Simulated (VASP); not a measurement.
# SnPt3 (Pm-3m) in VASP: single point with LDA

Aim: the single point of SnPt3 with LDA.

Program: VASP 6.6.1. These are calculated values, not measurements. Logs are shortened: lines on timing, memory, paths and dates and some standing lists are left out, and cuts for length are marked.

## Step 1: The cell of the first run

The structure is cubic, space group Pm-3m (No. 221). The conventional cell has a = 4.000 Å, b = 4.000 Å, c = 4.000 Å, α = 90.00°, β = 90.00°, γ = 90.00°. Within 3.7 Å of Sn (site symmetry m-3m) lie 12 Pt at 2.83 Å. Pt (site symmetry 4/mmm) has 4 Sn at 2.83 Å and 8 Pt at 2.83 Å within 3.7 Å.

## Step 2: Single point, LDA

File INCAR:

```
PREC = Accurate ; ENCUT = 520
EDIFF = 1E-6 ; ISMEAR = 1
SIGMA = 0.1 ; LREAL = F
LASPH = T ; NELM = 100
ALGO = Normal ; ISIF = 2
LWAVE = F ; LCHARG = T
LELF = T ; LVHAR = T
NBANDS = 30
```

File KPOINTS:

```
Automatic mesh
0
Gamma
  6 6 6
```

File POSCAR:

```
SnPt3
1.0
    4.0000000000      0.0000000000      0.0000000000
    0.0000000000      4.0000000000      0.0000000000
    0.0000000000      0.0000000000      4.0000000000
Sn Pt
1 3
Direct
    0.0000000000      0.0000000000      0.0000000000
    0.0000000000      0.5000000000      0.5000000000
    0.5000000000      0.0000000000      0.5000000000
    0.5000000000      0.5000000000      0.0000000000
```

Potentials or basis: VASP PAW LDA potentials, release 64 (Sn_d, Pt).

On the command line:

```console
> cat potpaw_LDA.64/Sn_d/POTCAR potpaw_LDA.64/Pt/POTCAR > POTCAR
> mpirun -np 1 vasp_std > vasp.out
```

OUTCAR:

```text
PREC = Accurate
   ENCUT = 520
   EDIFF = 1E-6
   ISMEAR = 1
   LREAL = F
   LASPH = T
   NELM = 100
   ISIF = 2

 ion  position               nearest neighbor table
   1  0.000  0.000  0.000-   2 2.83   3 2.83   4 2.83   2 2.83   3 2.83   2 2.83   4 2.83   2 2.83
                             3 2.83   4 2.83   3 2.83   4 2.83
   2  0.000  0.500  0.500-   1 2.83   3 2.83   4 2.83   1 2.83   4 2.83   1 2.83   3 2.83   1 2.83
                             3 2.83   4 2.83   4 2.83   3 2.83
   3  0.500  0.000  0.500-   1 2.83   2 2.83   4 2.83   1 2.83   4 2.83   2 2.83   4 2.83   4 2.83
                             1 2.83   2 2.83   1 2.83   2 2.83
   4  0.500  0.500  0.000-   1 2.83   2 2.83   3 2.83   2 2.83   3 2.83   1 2.83   3 2.83   3 2.83
                             1 2.83   2 2.83   2 2.83   1 2.83

  LATTYP: Found a simple cubic cell.
 ALAT       =     4.0000000000

  Lattice vectors:

 A1 = (   4.0000000000,   0.0000000000,   0.0000000000)
 A2 = (   0.0000000000,   4.0000000000,   0.0000000000)
 A3 = (   0.0000000000,   0.0000000000,   4.0000000000)

Analysis of symmetry for initial positions (statically):
=====================================================================
 Subroutine PRICEL returns:
 Original cell was already a primitive cell.

 Routine SETGRP: Setting up the symmetry group for a
 simple cubic supercell.

 Subroutine GETGRP returns: Found 48 space group operations
 (whereof 48 operations were pure point group operations)
 out of a pool of 48 trial point group operations.

The static configuration has the point symmetry O_h .

Analysis of symmetry for dynamics (positions and initial velocities):
=====================================================================
 Subroutine PRICEL returns:
 Original cell was already a primitive cell.

 Routine SETGRP: Setting up the symmetry group for a
 simple cubic supercell.

 Subroutine GETGRP returns: Found 48 space group operations
 (whereof 48 operations were pure point group operations)
 out of a pool of 48 trial point group operations.

The dynamic configuration has the point symmetry O_h .

 Subroutine INISYM returns: Found 48 space group operations
 (whereof 48 operations are pure point group operations),
 and found     1 'primitive' translations

----------------------------------------------------------------------------------------

                                     Primitive cell

  volume of cell :      64.0000

  direct lattice vectors                    reciprocal lattice vectors
     4.000000000  0.000000000  0.000000000     0.250000000  0.000000000  0.000000000
     0.000000000  4.000000000  0.000000000     0.000000000  0.250000000  0.000000000
     0.000000000  0.000000000  4.000000000     0.000000000  0.000000000  0.250000000

  length of vectors
     4.000000000  4.000000000  4.000000000     0.250000000  0.250000000  0.250000000

  position of ions in fractional coordinates (direct lattice)
     0.000000000  0.000000000  0.000000000
     0.000000000  0.500000000  0.500000000
     0.500000000  0.000000000  0.500000000
     0.500000000  0.500000000  0.000000000

  ion indices of the primitive-cell ions
   primitive index   ion index
                 1           1
                 2           2
                 3           3
                 4           4

----------------------------------------------------------------------------------------

 KPOINTS: Automatic mesh

Automatic generation of k-mesh.
 Grid dimensions read from file:
 generate k-points for:    6    6    6

 Generating k-lattice:

  Cartesian coordinates                     Fractional coordinates (reciprocal lattice)
     0.041666667  0.000000000  0.000000000     0.166666667  0.000000000  0.000000000
     0.000000000  0.041666667  0.000000000     0.000000000  0.166666667  0.000000000
     0.000000000  0.000000000  0.041666667     0.000000000  0.000000000  0.166666667

  Length of vectors
     0.041666667  0.041666667  0.041666667

  Shift w.r.t. Gamma in fractional coordinates (k-lattice)
     0.000000000  0.000000000  0.000000000

 Subroutine IBZKPT returns following result:
 ===========================================

 Found     20 irreducible k-points:

 Following reciprocal coordinates:
            Coordinates               Weight
  0.000000  0.000000  0.000000      1.000000
  0.166667  0.000000  0.000000      6.000000
  0.333333  0.000000  0.000000      6.000000
  0.500000  0.000000  0.000000      3.000000
  0.166667  0.166667  0.000000     12.000000
  0.333333  0.166667  0.000000     24.000000
[... 12 lines left out ...]
  0.500000  0.500000  0.333333      6.000000
  0.500000  0.500000  0.500000      1.000000
   k-points           NKPTS =     20   k-points in BZ     NKDIM =     20   number of bands    NBANDS=     30
   number of dos      NEDOS =    301   number of ions     NIONS =      4
   total plane-waves  NPLWV =  27000
   dimension x,y,z NGX =    30 NGY =   30 NGZ =   30
   dimension x,y,z NGXF=    60 NGYF=   60 NGZF=   60
   ions per type =               1   3
   NGX,Y,Z   is equivalent  to a cutoff of  12.47, 12.47, 12.47 a.u.
   NGXF,Y,Z  is equivalent  to a cutoff of  24.94, 24.94, 24.94 a.u.
 SYSTEM =  unknown system
   PREC   = accura    normal or accurate (medium, high low for compatibility)
   ISTART =      0    job   : 0-new  1-cont  2-samecut
   ICHARG =      2    charge: 1-file 2-atom 10-const
   ISPIN  =      1    spin polarized calculation?
   LNONCOLLINEAR =      F non collinear calculations
   LSORBIT =      F    spin-orbit coupling
   LASPH  =      T    aspherical Exc in radial PAW
   ENCUT  =  520.0 eV  38.22 Ry    6.18 a.u.   7.44  7.44  7.44*2*pi/ulx,y,z
   NELM   =    100;   NELMIN=  2; NELMDL= -5     # of ELM steps
   EDIFF  = 0.1E-05   stopping-criterion for ELM
   LREAL  =      F    real-space projection
   EDIFFG = 0.1E-04   stopping-criterion for IOM
   NSW    =      0    number of steps for IOM
   IBRION =     -1    ionic relax: 0-MD 1-quasi-New 2-CG
   NFREE  =      0    steps in history (QN), initial steepest desc. (CG)
   ISIF   =      2    stress and relaxation
   ISYM   =      2    0-nonsym 1-usesym 2-fastsym
   POTIM  = 0.5000    time-step for ionic-motion
   TEBEG  =    0.0;   TEEND  =   0.0 temperature during run
   PSTRESS=    0.0 pullay stress
   NELECT =      44.0000    total number of electrons
   NUPDOWN=      -1.0000    fix difference up-down
   EMIN   =  10.00;   EMAX   =-10.00  energy-range for DOS
   EFERMI =   0.00;   METHOD = LEGACY
   ISMEAR =     1;   SIGMA  =   0.10  broadening in eV -4-tet -1-fermi 0-gaus
   EFERMI_NEDOS =   21; number of points for ismear=-14 and -15
   IALGO  =     38    algorithm
   IMIX   =      4    mixing-type and parameters
     AMIX     =   0.40;   BMIX     =  1.00
     AMIX_MAG =   1.60;   BMIX_MAG =  1.00
  volume/ion in A,a.u.               =      16.00       107.97
  Fermi-wavevector in a.u.,A,eV,Ry     =   1.444882  2.730431 28.404667  2.087684
  Thomas-Fermi vector in A             =   2.563127
   LORBIT       =      0    0 simple, 1 ext, 2 COOP (PROOUT), +10 PAW based schemes
   GGA     = CA    functional components
   LHFCALC =     F    Hartree Fock is set to
   AEXX    =    0.0000 exact exchange contribution
   IVDW    =     0    specifies the selected vdW correction
   LEPSILON=     F    determine dielectric tensor
   LRPA    =     F    only Hartree local field effects (RPA)
 non-spin polarized calculation
 Methfessel and Paxton  Order N= 1 SIGMA  =   0.10
  energy-cutoff  :      520.00
  volume of cell :       64.00
 maximum number of plane-waves:      1750
 NGX is ok and might be reduce to    30
   NGX = 15   NGY = 15   NGZ = 15

 number of electron      44.0000025 magnetization

 Free energy of the ion-electron system (eV)
  ---------------------------------------------------
  ext. energy  EPLUGINS =         0.00000000
  ---------------------------------------------------
  free energy    TOTEN  =       -28.57885725 eV

  energy without entropy =      -28.57847822  energy(sigma->0) =      -28.57873091

 E-fermi :  11.8985     XC(G=0): -13.3290

 val. band max:       11.8181255009   @ k =   0.5000   0.5000   0.3333
 cond. band min:      11.9498488676   @ k =   0.0000   0.0000   0.0000
 fundamental gap:      0.1317233667
 Fermi energy:        11.8984725654

 k-point     1 :       0.0000    0.0000    0.0000
  band No.  band energies     occupation
      1     -10.0816      2.00000
      2     -10.0816      2.00000
      3     -10.0666      2.00000
      4     -10.0666      2.00000
      5     -10.0666      2.00000
      6      -0.2501      2.00000
[... 22 lines left out ...]
     29      19.5250      0.00000
     30      19.5250      0.00000

 k-point     2 :       0.1667    0.0000    0.0000
  band No.  band energies     occupation
      1     -10.0776      2.00000
      2     -10.0704      2.00000
      3     -10.0658      2.00000
      4     -10.0628      2.00000
      5     -10.0628      2.00000
      6       0.0606      2.00000
[... 22 lines left out ...]
     29      19.6122      0.00000
     30      20.7952      0.00000

 k-point     3 :       0.3333    0.0000    0.0000
  band No.  band energies     occupation
      1     -10.0695      2.00000
      2     -10.0644      2.00000
      3     -10.0552      2.00000
      4     -10.0552      2.00000
      5     -10.0480      2.00000
      6       0.9348      2.00000
[... 22 lines left out ...]
     29      19.6358      0.00000
     30      19.6670      0.00000

 k-point     4 :       0.5000    0.0000    0.0000
  band No.  band energies     occupation
      1     -10.0655      2.00000
      2     -10.0637      2.00000
      3     -10.0514      2.00000
      4     -10.0514      2.00000
      5     -10.0368      2.00000
      6       1.8068      2.00000
[... 22 lines left out ...]
     29      19.2394      0.00000
     30      20.2779      0.00000

 k-point     5 :       0.1667    0.1667    0.0000
  band No.  band energies     occupation
      1     -10.0728      2.00000
      2     -10.0631      2.00000
      3     -10.0627      2.00000
      4     -10.0618      2.00000
      5     -10.0598      2.00000
      6       0.3604      2.00000
[... 22 lines left out ...]
     29      20.0806      0.00000
     30      20.4835      0.00000
[... 394 lines left out ...]
     29      22.6308      0.00000
     30      22.6308      0.00000

 k-point    18 :       0.5000    0.3333    0.3333
  band No.  band energies     occupation
      1     -10.0751      2.00000
      2     -10.0744      2.00000
      3     -10.0705      2.00000
      4     -10.0296      2.00000
      5     -10.0200      2.00000
      6       2.3203      2.00000
[... 22 lines left out ...]
     29      22.8438      0.00000
     30      23.0760      0.00000

 k-point    19 :       0.5000    0.5000    0.3333
  band No.  band energies     occupation
      1     -10.0824      2.00000
      2     -10.0753      2.00000
      3     -10.0753      2.00000
      4     -10.0265      2.00000
      5     -10.0167      2.00000
      6       2.2552      2.00000
[... 22 lines left out ...]
     29      23.1127      0.00000
     30      24.6435      0.00000

 k-point    20 :       0.5000    0.5000    0.5000
  band No.  band energies     occupation
      1     -10.0832      2.00000
      2     -10.0832      2.00000
      3     -10.0832      2.00000
      4     -10.0189      2.00000
      5     -10.0189      2.00000
      6       2.1120      2.00000
[... 22 lines left out ...]
     29      24.1787      0.00000
     30      24.1787      0.00000

------------------------ aborting loop because EDIFF is reached ----------------------------------------

  FORCE on cell =-STRESS in cart. coord.  units (eV):
  Direction    XX          YY          ZZ          XY          YZ          ZX
  --------------------------------------------------------------------------------------
  -------------------------------------------------------------------------------------
  Total       -1.1242702     -1.1242702     -1.1242702     -0.0000000     -0.0000000      0.0000000
  in kB      -28.1450045    -28.1450045    -28.1450045     -0.0000000     -0.0000000      0.0000000
  external PRESSURE =     -28.1450045 kB  Pullay stress =       0.0000000 kB

 VOLUME and BASIS-vectors are now :
 -----------------------------------------------------------------------------
  energy-cutoff  :      520.00
  volume of cell :       64.00
      direct lattice vectors                 reciprocal lattice vectors
     4.000000000  0.000000000  0.000000000     0.250000000  0.000000000  0.000000000
     0.000000000  4.000000000  0.000000000     0.000000000  0.250000000  0.000000000
     0.000000000  0.000000000  4.000000000     0.000000000  0.000000000  0.250000000

 POSITION                                       TOTAL-FORCE (eV/Angst)
 -----------------------------------------------------------------------------------
      0.00000      0.00000      0.00000         0.000000      0.000000      0.000000
      0.00000      2.00000      2.00000         0.000000      0.000000      0.000000
      2.00000      0.00000      2.00000         0.000000      0.000000      0.000000
      2.00000      2.00000      0.00000         0.000000      0.000000      0.000000
 -----------------------------------------------------------------------------------
    total drift:                                0.000000      0.000000     -0.000000

  FREE ENERGIE OF THE ION-ELECTRON SYSTEM (eV)
  ---------------------------------------------------
  free  energy   TOTEN  =       -28.5788572520 eV

  energy  without entropy=      -28.5784782244  energy(sigma->0) =      -28.57873091
```

It took 44 s on 1 thread of AMD EPYC 7R43 (Zen 3), shared host; peak memory 0.13 GiB.

What came out:

```
Free energy            : -28.5789 eV
Pressure               : -2.8 GPa
Band gap on the k mesh : zero (band 22 reaches 11.95 eV, above the bottom of band 23 at 11.50 eV)
```

Levels at points of the mesh, in eV from the Fermi level:
```csv
k point,band 18,band 19,band 20,band 21,band 22,band 23,band 24,band 25,band 26,band 27
"(0.00, 0.00, 0.00)",-1.37,-1.32,-1.32,-0.48,0.05,0.05,0.05,2.80,6.20,6.20
"(0.50, 0.00, 0.00)",-2.59,-2.59,-2.45,-1.21,0.05,1.71,3.82,3.82,5.29,5.29
"(0.50, 0.50, 0.00)",-2.85,-2.69,-2.18,-2.02,-1.65,0.83,0.83,5.02,6.61,7.49
"(0.50, 0.50, 0.50)",-2.71,-2.18,-2.18,-0.83,-0.40,-0.40,-0.40,0.79,3.57,3.57
```

Caveat: spin-orbit coupling is left out, which moves the levels of the heavy elements.
